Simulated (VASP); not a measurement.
# NbB2 (P6/mmm) in VASP: a series of runs

Runs on NbB2. Level: LDA. Tasks: single point, relaxation of cell and atoms.

All numbers are computed with VASP 6.6.1; they aren't measurements. Logs are shortened: lines on timing, memory, paths and dates and some standing lists are left out, and cuts for length are marked.

## Step 1: The cell of the first run

It takes space group P6/mmm (No. 191, hexagonal). The conventional cell has a = 3.074 Å, b = 3.074 Å, c = 3.278 Å, α = 90.00°, β = 90.00°, γ = 120.00°. Nb (site symmetry 6/mmm) has 12 B at 2.42 Å and 6 Nb at 3.07 Å within 3.2 Å. Within 2.4 Å of B (site symmetry -6m2) lie 3 B at 1.77 Å.

## Step 2: Single point, LDA

The input, INCAR:

```
  PREC = Accurate
  ENCUT = 520
  EDIFF = 1E-7
  ISMEAR = 0
  SIGMA = 0.1
  LREAL = False
  LASPH = True
  NELM = 100
  ALGO = Normal
  ISIF = 2
  LWAVE = False
  LCHARG = False
  GGA = CA
  NBANDS = 16
```

The input, KPOINTS:

```
regular mesh
0
Gamma
  15 15 12
```

The input, POSCAR:

```
NbB2
1.0
    3.0735118648      0.0000000000      0.0000000000
   -1.5367559324      2.6617393538      0.0000000000
    0.0000000000      0.0000000000      3.2776173931
Nb B
1 2
Direct
    0.0000000000      0.0000000000      0.0000000000
    0.3333333333      0.6666666667      0.5000000000
    0.6666666667      0.3333333333      0.5000000000
```

Potentials or basis: VASP PAW LDA potentials, release 64 (Nb_sv, B).

Command:

```
$ cat potpaw_LDA.64/Nb_sv/POTCAR potpaw_LDA.64/B/POTCAR > POTCAR
$ mpirun -np 1 vasp_std > vasp.out
```

OUTCAR:

```text
PREC = Accurate
   ENCUT = 520
   EDIFF = 1E-7
   ISMEAR = 0
   LREAL = False
   LASPH = True
   NELM = 100
   ISIF = 2
   GGA = CA

 ion  position               nearest neighbor table
   1  0.000  0.000  0.000-   2 2.42   3 2.42   2 2.42   3 2.42   3 2.42   3 2.42   2 2.42   2 2.42
                             3 2.42   3 2.42   2 2.42   2 2.42
   2  0.333  0.667  0.500-   3 1.77   3 1.77   3 1.77   1 2.42   1 2.42   1 2.42   1 2.42   1 2.42
                             1 2.42
   3  0.667  0.333  0.500-   2 1.77   2 1.77   2 1.77   1 2.42   1 2.42   1 2.42   1 2.42   1 2.42
                             1 2.42

  LATTYP: Found a hexagonal cell.
 ALAT       =     3.0735118648
 C/A-ratio  =     1.0664079194

  Lattice vectors:

 A1 = (   3.0735118648,   0.0000000000,   0.0000000000)
 A2 = (  -1.5367559324,   2.6617393538,   0.0000000000)
 A3 = (   0.0000000000,   0.0000000000,   3.2776173931)

Analysis of symmetry for initial positions (statically):
=====================================================================
 Subroutine PRICEL returns:
 Original cell was already a primitive cell.

 Routine SETGRP: Setting up the symmetry group for a
 hexagonal supercell.

 Subroutine GETGRP returns: Found 24 space group operations
 (whereof 24 operations were pure point group operations)
 out of a pool of 24 trial point group operations.

The static configuration has the point symmetry D_6h.

Analysis of symmetry for dynamics (positions and initial velocities):
=====================================================================
 Subroutine PRICEL returns:
 Original cell was already a primitive cell.

 Routine SETGRP: Setting up the symmetry group for a
 hexagonal supercell.

 Subroutine GETGRP returns: Found 24 space group operations
 (whereof 24 operations were pure point group operations)
 out of a pool of 24 trial point group operations.

The dynamic configuration has the point symmetry D_6h.

 Subroutine INISYM returns: Found 24 space group operations
 (whereof 24 operations are pure point group operations),
 and found     1 'primitive' translations

----------------------------------------------------------------------------------------

                                     Primitive cell

  volume of cell :      26.8138

  direct lattice vectors                    reciprocal lattice vectors
     3.073511865  0.000000000  0.000000000     0.325360709  0.187847093  0.000000000
    -1.536755932  2.661739354  0.000000000     0.000000000  0.375694186  0.000000000
     0.000000000  0.000000000  3.277617393     0.000000000  0.000000000  0.305099675

  length of vectors
[... 90 lines left out ...]
   ISIF   =      2    stress and relaxation
   ISYM   =      2    0-nonsym 1-usesym 2-fastsym
   POTIM  = 0.5000    time-step for ionic-motion
   TEBEG  =    0.0;   TEEND  =   0.0 temperature during run
   PSTRESS=    0.0 pullay stress
   NELECT =      19.0000    total number of electrons
   NUPDOWN=      -1.0000    fix difference up-down
   EMIN   =  10.00;   EMAX   =-10.00  energy-range for DOS
   EFERMI =   0.00;   METHOD = LEGACY
   ISMEAR =     0;   SIGMA  =   0.10  broadening in eV -4-tet -1-fermi 0-gaus
   EFERMI_NEDOS =   21; number of points for ismear=-14 and -15
   IALGO  =     38    algorithm
   IMIX   =      4    mixing-type and parameters
     AMIX     =   0.40;   BMIX     =  1.00
     AMIX_MAG =   1.60;   BMIX_MAG =  1.00
  volume/ion in A,a.u.               =       8.94        60.32
  Fermi-wavevector in a.u.,A,eV,Ry     =   1.459508  2.758070 28.982634  2.130164
  Thomas-Fermi vector in A             =   2.576067
   LORBIT       =      0    0 simple, 1 ext, 2 COOP (PROOUT), +10 PAW based schemes
   GGA     = CA    functional components
   LHFCALC =     F    Hartree Fock is set to
   AEXX    =    0.0000 exact exchange contribution
   IVDW    =     0    specifies the selected vdW correction
   LEPSILON=     F    determine dielectric tensor
   LRPA    =     F    only Hartree local field effects (RPA)
 non-spin polarized calculation
 Gauss-broadening in eV      SIGMA  =   0.10
  energy-cutoff  :      520.00
  volume of cell :       26.81
 maximum number of plane-waves:       733
 NGX is ok and might be reduce to    24
   NGX = 11   NGY = 11   NGZ = 13

 number of electron      19.0000000 magnetization

 Free energy of the ion-electron system (eV)
  ---------------------------------------------------
  ext. energy  EPLUGINS =         0.00000000
  ---------------------------------------------------
  free energy    TOTEN  =       -28.55577329 eV

  energy without entropy =      -28.55152128  energy(sigma->0) =      -28.55364729

 E-fermi :  12.9447     XC(G=0): -13.3707

 val. band max:       12.9443763806   @ k =   0.0000   0.0000   0.1667
 cond. band min:      12.9551887874   @ k =   0.3333   0.0667   0.1667
 fundamental gap:      0.0108124068
 Fermi energy:        12.9446500515

 k-point     1 :       0.0000    0.0000    0.0000
  band No.  band energies     occupation
      1     -42.4761      2.00000
      2     -18.8359      2.00000
      3     -18.3543      2.00000
      4     -18.3543      2.00000
      5      -1.3958      2.00000
      6       8.4759      2.00000
[... 433 lines left out ...]
      3     -18.7322      2.00000
      4     -18.6793      2.00000
      5       2.9885      2.00000
      6       3.4273      2.00000
[... 8 lines left out ...]
     15      21.6704      0.00000
     16      22.4034      0.00000

 [... further k-points ...]

------------------------ aborting loop because EDIFF is reached ----------------------------------------

  FORCE on cell =-STRESS in cart. coord.  units (eV):
  Direction    XX          YY          ZZ          XY          YZ          ZX
  --------------------------------------------------------------------------------------
  -------------------------------------------------------------------------------------
  Total        0.0157826      0.0157826     -0.0169566      0.0000000      0.0000000      0.0000000
  in kB        0.9430399      0.9430399     -1.0131888      0.0000000      0.0000000      0.0000000
  external PRESSURE =       0.2909637 kB  Pullay stress =       0.0000000 kB

 VOLUME and BASIS-vectors are now :
 -----------------------------------------------------------------------------
  energy-cutoff  :      520.00
  volume of cell :       26.81
      direct lattice vectors                 reciprocal lattice vectors
     3.073511865  0.000000000  0.000000000     0.325360709  0.187847093  0.000000000
    -1.536755932  2.661739354  0.000000000     0.000000000  0.375694186  0.000000000
     0.000000000  0.000000000  3.277617393     0.000000000  0.000000000  0.305099675

 POSITION                                       TOTAL-FORCE (eV/Angst)
 -----------------------------------------------------------------------------------
      0.00000      0.00000      0.00000        -0.000000      0.000000      0.000000
     -0.00000      1.77449      1.63881        -0.000000      0.000000      0.000000
      1.53676      0.88725      1.63881         0.000000     -0.000000     -0.000000
 -----------------------------------------------------------------------------------
    total drift:                               -0.000000      0.000000      0.000000

  FREE ENERGIE OF THE ION-ELECTRON SYSTEM (eV)
  ---------------------------------------------------
  free  energy   TOTEN  =       -28.5557732940 eV

  energy  without entropy=      -28.5515212768  energy(sigma->0) =      -28.55364729
```

stdout:

```text
POSCAR found type information on POSCAR NbB
 POSCAR found :  2 types and       3 ions
 scaLAPACK will be used
 LDA part: xc-table for (Slater(with rela. corr.)+CA(PZ))
 , standard interpolation
 POSCAR, INCAR and KPOINTS ok, starting setup
 FFT: planning ... GRIDC
 FFT: planning ... GRID_SOFT
 FFT: planning ... GRID
 WAVECAR not read
 entering main loop
```

Run time: 44 s. Hardware: 1 thread of AMD EPYC 9R45 (Zen 5), shared host; peak memory 0.16 GiB.

What came out:

```
Free energy : -28.5558 eV
Pressure    : 0.0 GPa
```

Stress tensor (GPa, compression positive):
```
 0.09  0.00  0.00
 0.00  0.09  0.00
 0.00  0.00 -0.10
```

## Step 3: Relaxation of cell and atoms, LDA

This run uses another cell than the first one, of 9.09 Å³/atom, 1.017 times its volume.

The input, INCAR:

```
PREC = Accurate
ENCUT = 600
EDIFF = 1E-6
ISMEAR = 0
SIGMA = 0.1
LREAL = False
LASPH = True
NELM = 100
ALGO = Normal
ISIF = 3
LWAVE = False
LCHARG = False
IBRION = 2
NSW = 100
EDIFFG = -0.005
```

KPOINTS is that of step 2.

The input, POSCAR:

```
NbB2
1.0
    3.0860000000      0.0000000000      0.0000000000
   -1.5430000000      2.6725543961      0.0000000000
    0.0000000000      0.0000000000      3.3060000000
Nb B
1 2
Direct
    0.0000000000      0.0000000000      0.0000000000
    0.3333333333      0.6666666667      0.5000000000
    0.6666666667      0.3333333333      0.5000000000
```

Potentials or basis: VASP PAW LDA potentials, release 64 (Nb_sv, B).

Command:

```
$ cat potpaw_LDA.64/Nb_sv/POTCAR potpaw_LDA.64/B/POTCAR > POTCAR
$ mpirun -np 1 vasp_std > vasp.out
```

Wall time 3.1 min (1 thread of AMD EPYC 9R45 (Zen 5), shared host); peak memory 0.19 GiB.

Results (log left out):

```
Free energy                            : -28.5576 eV
Relaxed volume                         : 8.94 Å³/atom
Relaxed cell                           : a = 3.074 Å, b = 3.074 Å, c = 3.276 Å, α = 90.00°, β = 90.00°, γ = 120.00°
Space group after relaxing (to 0.05 Å) : P6/mmm (No. 191)
Energy gained by relaxing              : 2.5 meV/atom
Ionic steps                            : 6
Pressure after relaxing                : 0.1 GPa
```

Step by step:
```
step  energy change (eV)  largest force (eV/Å)  pressure (GPa)  volume (Å³)
   1              0.0000                0.0000           -5.00        27.27
   2              0.0090                0.0000            8.18        26.16
   3             -0.0072                0.0000            0.05        26.82
   4             -0.0072                0.0000            0.10        26.81
   5             -0.0075                0.0000            0.09        26.81
   6             -0.0075                0.0000            0.07        26.81
```

Final structure:
```
CELL_PARAMETERS angstrom
3.07395 0.00000 0.00000
-1.53698 2.66212 0.00000
0.00000 0.00000 3.27606
ATOMIC_POSITIONS crystal
Nb 0.00000 0.00000 0.00000
B 0.33333 0.66667 0.50000
B 0.66667 0.33333 0.50000
```

Levels at points of the mesh, in eV from the Fermi level:
| k point | band 6 | band 7 | band 8 | band 9 | band 10 | band 11 | band 12 | band 13 |
| --- | --- | --- | --- | --- | --- | --- | --- | --- |
| (0.00, 0.00, 0.00) | -4.47 | -4.47 | -4.42 | -3.14 | 1.30 | 1.30 | 3.22 | 3.22 |
| (0.00, 0.00, 0.50) | -8.72 | -2.07 | -2.07 | -1.86 | -1.86 | -1.23 | -1.23 | 0.71 |
